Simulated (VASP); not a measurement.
# Ti (Im-3m) in VASP: settings compared, part 2 of 2

VASP 6.6.1.

### 4 Single point, PBEsol (volume scaled by 0.91)

The input, INCAR:

```
  PREC = Accurate
  ENCUT = 520
  EDIFF = 1E-6
  ISMEAR = 0
  SIGMA = 0.1
  LREAL = F
  LASPH = T
  NELM = 60
  ALGO = Normal
  ISIF = 2
  LWAVE = F
  LCHARG = F
  GGA = PS
  NBANDS = 12
```

The input, KPOINTS:

```
regular mesh
0
Gamma
  18 18 18
```

The input, POSCAR:

```
Ti
1.0
   -1.5554411045      1.5554411045      1.5554411045
    1.5554411045     -1.5554411045      1.5554411045
    1.5554411045      1.5554411045     -1.5554411045
Ti
1
Direct
    0.0000000000      0.0000000000      0.0000000000
```

Potentials or basis: VASP PAW PBE potentials, release 64 (Ti_sv).

Launch:

```
cat potpaw_PBE.64/Ti_sv/POTCAR > POTCAR
mpirun -np 1 vasp_std > vasp.out
```

OUTCAR:

```text
PREC = Accurate
   ENCUT = 520
   EDIFF = 1E-6
   ISMEAR = 0
   LREAL = F
   LASPH = T
   NELM = 60
   ISIF = 2
   GGA = PS

 ion  position               nearest neighbor table
   1  0.000  0.000  0.000-

  LATTYP: Found a body centered cubic cell.
 ALAT       =     3.1108822090

  Lattice vectors:

 A1 = (  -1.5554411045,   1.5554411045,   1.5554411045)
 A2 = (   1.5554411045,  -1.5554411045,   1.5554411045)
 A3 = (   1.5554411045,   1.5554411045,  -1.5554411045)

Analysis of symmetry for initial positions (statically):
=====================================================================
 Subroutine PRICEL returns:
 Original cell was already a primitive cell.

 Routine SETGRP: Setting up the symmetry group for a
 body centered cubic supercell.

 Subroutine GETGRP returns: Found 48 space group operations
 (whereof 48 operations were pure point group operations)
 out of a pool of 48 trial point group operations.

The static configuration has the point symmetry O_h .

Analysis of symmetry for dynamics (positions and initial velocities):
=====================================================================
 Subroutine PRICEL returns:
 Original cell was already a primitive cell.

 Routine SETGRP: Setting up the symmetry group for a
 body centered cubic supercell.

 Subroutine GETGRP returns: Found 48 space group operations
 (whereof 48 operations were pure point group operations)
 out of a pool of 48 trial point group operations.

The dynamic configuration has the point symmetry O_h .

 Subroutine INISYM returns: Found 48 space group operations
 (whereof 48 operations are pure point group operations),
 and found     1 'primitive' translations

----------------------------------------------------------------------------------------

                                     Primitive cell

  volume of cell :      15.0529

  direct lattice vectors                    reciprocal lattice vectors
    -1.555441105  1.555441105  1.555441105     0.000000000  0.321452222  0.321452222
     1.555441105 -1.555441105  1.555441105     0.321452222  0.000000000  0.321452222
     1.555441105  1.555441105 -1.555441105     0.321452222  0.321452222  0.000000000

  length of vectors
     2.694103021  2.694103021  2.694103021     0.454602093  0.454602093  0.454602093

  position of ions in fractional coordinates (direct lattice)
     0.000000000  0.000000000  0.000000000

  ion indices of the primitive-cell ions
   primitive index   ion index
                 1           1

----------------------------------------------------------------------------------------

 KPOINTS: regular mesh

Automatic generation of k-mesh.
 Grid dimensions read from file:
 generate k-points for:   18   18   18

 Generating k-lattice:

  Cartesian coordinates                     Fractional coordinates (reciprocal lattice)
     0.000000000  0.017858457  0.017858457     0.055555556  0.000000000  0.000000000
     0.017858457  0.000000000  0.017858457     0.000000000  0.055555556  0.000000000
     0.017858457  0.017858457  0.000000000     0.000000000  0.000000000  0.055555556

  Length of vectors
     0.025255672  0.025255672  0.025255672

  Shift w.r.t. Gamma in fractional coordinates (k-lattice)
     0.000000000  0.000000000  0.000000000

 Subroutine IBZKPT returns following result:
 ===========================================

 Found    195 irreducible k-points:

 Following reciprocal coordinates:
            Coordinates               Weight
  0.000000  0.000000  0.000000      1.000000
  0.055556  0.000000  0.000000     12.000000
  0.111111  0.000000  0.000000     12.000000
  0.166667  0.000000  0.000000     12.000000
  0.222222  0.000000  0.000000     12.000000
  0.277778  0.000000  0.000000     12.000000
[... 16 lines left out ...]
  0.333333  0.111111 -0.000000     48.000000
  0.388889  0.111111  0.000000     48.000000
 [... further k-points ...]
   k-points           NKPTS =    195   k-points in BZ     NKDIM =    195   number of bands    NBANDS=     12
   number of dos      NEDOS =    301   number of ions     NIONS =      1
   total plane-waves  NPLWV =   8000
   dimension x,y,z NGX =    20 NGY =   20 NGZ =   20
   dimension x,y,z NGXF=    40 NGYF=   40 NGZF=   40
   ions per type =               1
   NGX,Y,Z   is equivalent  to a cutoff of  12.34, 12.34, 12.34 a.u.
   NGXF,Y,Z  is equivalent  to a cutoff of  24.68, 24.68, 24.68 a.u.
 SYSTEM =  unknown system
   PREC   = accura    normal or accurate (medium, high low for compatibility)
   ISTART =      0    job   : 0-new  1-cont  2-samecut
   ICHARG =      2    charge: 1-file 2-atom 10-const
   ISPIN  =      1    spin polarized calculation?
   LNONCOLLINEAR =      F non collinear calculations
   LSORBIT =      F    spin-orbit coupling
   LASPH  =      T    aspherical Exc in radial PAW
   ENCUT  =  520.0 eV  38.22 Ry    6.18 a.u.   5.01  5.01  5.01*2*pi/ulx,y,z
   NELM   =     60;   NELMIN=  2; NELMDL= -5     # of ELM steps
   EDIFF  = 0.1E-05   stopping-criterion for ELM
   LREAL  =      F    real-space projection
   EDIFFG = 0.1E-04   stopping-criterion for IOM
   NSW    =      0    number of steps for IOM
   IBRION =     -1    ionic relax: 0-MD 1-quasi-New 2-CG
   NFREE  =      0    steps in history (QN), initial steepest desc. (CG)
   ISIF   =      2    stress and relaxation
   ISYM   =      2    0-nonsym 1-usesym 2-fastsym
   POTIM  = 0.5000    time-step for ionic-motion
   TEBEG  =    0.0;   TEEND  =   0.0 temperature during run
   PSTRESS=    0.0 pullay stress
   NELECT =      12.0000    total number of electrons
   NUPDOWN=      -1.0000    fix difference up-down
   EMIN   =  10.00;   EMAX   =-10.00  energy-range for DOS
   EFERMI =   0.00;   METHOD = LEGACY
   ISMEAR =     0;   SIGMA  =   0.10  broadening in eV -4-tet -1-fermi 0-gaus
   EFERMI_NEDOS =   21; number of points for ismear=-14 and -15
   IALGO  =     38    algorithm
   IMIX   =      4    mixing-type and parameters
     AMIX     =   0.40;   BMIX     =  1.00
     AMIX_MAG =   1.60;   BMIX_MAG =  1.00
  volume/ion in A,a.u.               =      15.05       101.58
  Fermi-wavevector in a.u.,A,eV,Ry     =   1.517965  2.868537 31.350774  2.304217
  Thomas-Fermi vector in A             =   2.627149
   LORBIT       =      0    0 simple, 1 ext, 2 COOP (PROOUT), +10 PAW based schemes
   GGA     = PS    functional components
   LHFCALC =     F    Hartree Fock is set to
   AEXX    =    0.0000 exact exchange contribution
   IVDW    =     0    specifies the selected vdW correction
   LEPSILON=     F    determine dielectric tensor
   LRPA    =     F    only Hartree local field effects (RPA)
 non-spin polarized calculation
 Gauss-broadening in eV      SIGMA  =   0.10
  energy-cutoff  :      520.00
  volume of cell :       15.05
 maximum number of plane-waves:       420
   NGX =  9   NGY =  9   NGZ =  9

 number of electron      11.9999995 magnetization

 Free energy of the ion-electron system (eV)
  ---------------------------------------------------
  ext. energy  EPLUGINS =         0.00000000
  ---------------------------------------------------
  free energy    TOTEN  =        -8.18981730 eV

  energy without entropy =       -8.17980876  energy(sigma->0) =       -8.18481303

 E-fermi :   9.5193     XC(G=0): -12.3314

 val. band max:        9.5188342862   @ k =  -0.2222   0.3333   0.0556
 cond. band min:       9.5196212102   @ k =   0.2222   0.1111  -0.0000
 fundamental gap:      0.0007869240
 Fermi energy:         9.5192680883

 k-point     1 :       0.0000    0.0000    0.0000
  band No.  band energies     occupation
      1     -46.5142      2.00000
      2     -22.2497      2.00000
      3     -22.2497      2.00000
      4     -22.2497      2.00000
      5       3.2967      2.00000
      6      10.6251      0.00000
      7      10.6251      0.00000
      8      10.6251      0.00000
      9      12.7346      0.00000
     10      12.7346      0.00000
     11      27.9734      0.00000
     12      27.9734      0.00000

 k-point     2 :       0.0556    0.0000    0.0000
  band No.  band energies     occupation
      1     -46.5073      2.00000
      2     -22.2840      2.00000
      3     -22.2598      2.00000
      4     -22.2500      2.00000
      5       3.4187      2.00000
      6      10.5648      0.00000
      7      10.6092      0.00000
      8      10.7187      0.00000
      9      12.6604      0.00000
     10      12.7377      0.00000
     11      27.8859      0.00000
     12      27.9874      0.00000
[... 316 lines left out ...]
 k-point    24 :       0.3889    0.1111    0.0000
  band No.  band energies     occupation
      1     -46.2776      2.00000
      2     -23.2535      2.00000
      3     -22.6077      2.00000
      4     -22.3052      2.00000
      5       6.9819      2.00000
      6       9.0131      2.00000
      7      10.3784      0.00000
      8      12.6655      0.00000
      9      13.3451      0.00000
     10      15.0346      0.00000
     11      20.3438      0.00000
     12      23.8805      0.00000

 [... further k-points ...]
[... 5 lines left out ...]
  --------------------------------------------------------------------------------------
  -------------------------------------------------------------------------------------
  Total        1.1189791      1.1189791      1.1189791     -0.0000000     -0.0000000      0.0000000
  in kB      119.1000225    119.1000225    119.1000225     -0.0000000     -0.0000000      0.0000000
  external PRESSURE =     119.1000225 kB  Pullay stress =       0.0000000 kB

 VOLUME and BASIS-vectors are now :
 -----------------------------------------------------------------------------
  energy-cutoff  :      520.00
  volume of cell :       15.05
      direct lattice vectors                 reciprocal lattice vectors
    -1.555441105  1.555441105  1.555441105     0.000000000  0.321452222  0.321452222
     1.555441105 -1.555441105  1.555441105     0.321452222  0.000000000  0.321452222
     1.555441105  1.555441105 -1.555441105     0.321452222  0.321452222  0.000000000

 POSITION                                       TOTAL-FORCE (eV/Angst)
 -----------------------------------------------------------------------------------
      0.00000      0.00000      0.00000         0.000000     -0.000000      0.000000
 -----------------------------------------------------------------------------------
    total drift:                                0.000000     -0.000000      0.000000

  FREE ENERGIE OF THE ION-ELECTRON SYSTEM (eV)
  ---------------------------------------------------
  free  energy   TOTEN  =        -8.1898172970 eV

  energy  without entropy=       -8.1798087589  energy(sigma->0) =       -8.18481303
```

Wall time 20 s (1 thread of Intel Xeon 6975P-C, shared host); peak memory 0.15 GiB.

Results:

- Free energy: -8.1898 eV
- Pressure: 11.9 GPa
- Band gap on the k mesh: zero (band 6 reaches 10.63 eV, above the bottom of band 7 at 8.87 eV)

Levels at points of the mesh, in eV from the Fermi level:
```tsv
k point	band 3	band 4	band 5	band 6	band 7	band 8	band 9	band 10
(0.00, 0.00, 0.00)	-31.77	-31.77	-6.22	1.11	1.11	1.11	3.22	3.22
(0.50, 0.00, 0.00)	-32.10	-31.78	-2.83	-0.57	1.68	3.24	3.66	5.13
(0.50, 0.50, 0.50)	-32.49	-32.49	-2.64	-2.64	4.69	4.69	4.69	9.62
```

Caveat: the PAW data sets were made with another functional, which shifts forces and pressure a little.

### 5 Single point, PBEsol (volume scaled by 0.94)

The input, INCAR:

```
SYSTEM = Ti
PREC     = Accurate       ! precision mode
ENCUT    = 520            ! plane-wave cutoff, eV
EDIFF    = 1E-6           ! SCF threshold, eV
ISMEAR   = 0              ! smearing method
SIGMA    = 0.1            ! smearing width, eV
LREAL    = .False.        ! projectors in reciprocal space
LASPH    = .True.         ! aspherical terms in the spheres
NELM     = 80             ! most SCF steps
ALGO     = Normal         ! electronic algorithm
ISIF     = 2              ! what is computed and relaxed
LWAVE    = .False.        ! write WAVECAR
LCHARG   = .False.        ! write CHGCAR
GGA      = PS             ! functional
NBANDS   = 12             ! bands
```

The input, KPOINTS:

```
regular mesh
0
Gamma
  18 18 18
  0 0 0
```

The input, POSCAR:

```
Ti
1.0
   -1.5723493977      1.5723493977      1.5723493977
    1.5723493977     -1.5723493977      1.5723493977
    1.5723493977      1.5723493977     -1.5723493977
Ti
1
Direct
    0.0000000000      0.0000000000      0.0000000000
```

Launch:

```
cat potpaw_PBE.64/Ti_sv/POTCAR > POTCAR
mpirun -np 1 vasp_std > vasp.out
```

Wall time 20 s (1 thread of Intel Xeon 6975P-C, shared host); peak memory 0.15 GiB.

It converged, with:

| Item | Value |
| --- | --- |
| Free energy | -8.2197 eV |
| Pressure | 7.3 GPa |
| Band gap on the k mesh | zero (band 6 reaches 10.23 eV, above the bottom of band 7 at 8.53 eV) |

Levels at points of the mesh, in eV from the Fermi level:
```tsv
k point	band 4	band 5	band 6	band 7	band 8	band 9
(0.00, 0.00, 0.00)	-31.88	-6.17	1.08	1.08	1.08	3.11
(0.50, 0.00, 0.00)	-31.89	-2.74	-0.53	1.54	3.12	3.52
(0.50, 0.50, 0.50)	-32.54	-2.50	-2.50	4.51	4.51	4.51
```

Caveat: the PAW data sets were made with another functional, which shifts forces and pressure a little.

### 6 Single point, PBEsol (volume scaled by 0.97)

The input, INCAR:

```
SYSTEM = Ti
PREC     = Accurate       ! precision mode
ENCUT    = 520            ! plane-wave cutoff, eV
EDIFF    = 1E-6           ! SCF threshold, eV
ISMEAR   = 0              ! smearing method
SIGMA    = 0.1            ! smearing width, eV
LREAL    = .FALSE.        ! projectors in reciprocal space
LASPH    = .TRUE.         ! aspherical terms in the spheres
NELM     = 100            ! most SCF steps
ALGO     = Normal         ! electronic algorithm
ISIF     = 2              ! what is computed and relaxed
LWAVE    = .FALSE.        ! write WAVECAR
LCHARG   = .TRUE.         ! write CHGCAR
GGA      = PS             ! functional
LELF     = .TRUE.         ! ELF
LVHAR    = .TRUE.       
NBANDS   = 12             ! bands
```

The input, KPOINTS:

```
Automatic mesh
0
G
  18 18 18
  0 0 0
```

The input, POSCAR:

```
Ti
1.0
   -1.5889016603      1.5889016603      1.5889016603
    1.5889016603     -1.5889016603      1.5889016603
    1.5889016603      1.5889016603     -1.5889016603
Ti
1
Direct
    0.0000000000      0.0000000000      0.0000000000
```

Potentials or basis: VASP PAW PBE potentials, release 64 (Ti_sv).

Launch:

```
cat potpaw_PBE.64/Ti_sv/POTCAR > POTCAR
mpirun -np 1 vasp_std > vasp.out
```

Wall time 20 s (1 thread of Intel Xeon 6975P-C, shared host); peak memory 0.15 GiB.

The run converged. Its results:

```
Free energy            : -8.2362 eV
Pressure               : 3.3 GPa
Band gap on the k mesh : zero (band 6 reaches 9.85 eV, above the bottom of band 7 at 8.21 eV)
```

Levels at points of the mesh, in eV from the Fermi level:
```csv
k point,band 2,band 3,band 4,band 5,band 6,band 7,band 8,band 9,band 10,band 11
"(0.00, 0.00, 0.00)",-31.99,-31.99,-31.99,-6.11,1.05,1.05,1.05,3.01,3.01,17.99
"(0.50, 0.00, 0.00)",-32.87,-32.26,-32.00,-2.66,-0.49,1.42,3.01,3.40,4.74,9.69
"(0.50, 0.50, 0.50)",-32.58,-32.58,-32.58,-2.38,-2.38,4.34,4.34,4.34,9.03,9.03
```

Caveat: the PAW data sets were made with another functional, which shifts forces and pressure a little.

### 7 The runs side by side

| level | cell | gap on the mesh (eV) | pressure (GPa) |
| --- | --- | --- | --- |
| r2SCAN | a = 2.794 Å, angles 109.5°, 1 atom | none | 3.1 |
| PBEsol | a = 2.664 Å, angles 109.5°, 1 atom | none | 17.1 |
| PBEsol | a = 2.694 Å, angles 109.5°, 1 atom | none | 11.9 |
| PBEsol | a = 2.723 Å, angles 109.5°, 1 atom | none | 7.3 |
| PBEsol | a = 2.752 Å, angles 109.5°, 1 atom | none | 3.3 |

Alike in all rows: task single point; potentials or basis VASP PAW PBE potentials, release 64 (Ti_sv); no spin polarisation; k mesh 18 × 18 × 18; cutoff (eV) 520; smearing gaussian 0.1 eV.

Caveats: the PAW data sets were made with another functional, which shifts forces and pressure a little.

Total energies depend on the potentials used, so only differences within one code and one set of settings carry meaning.
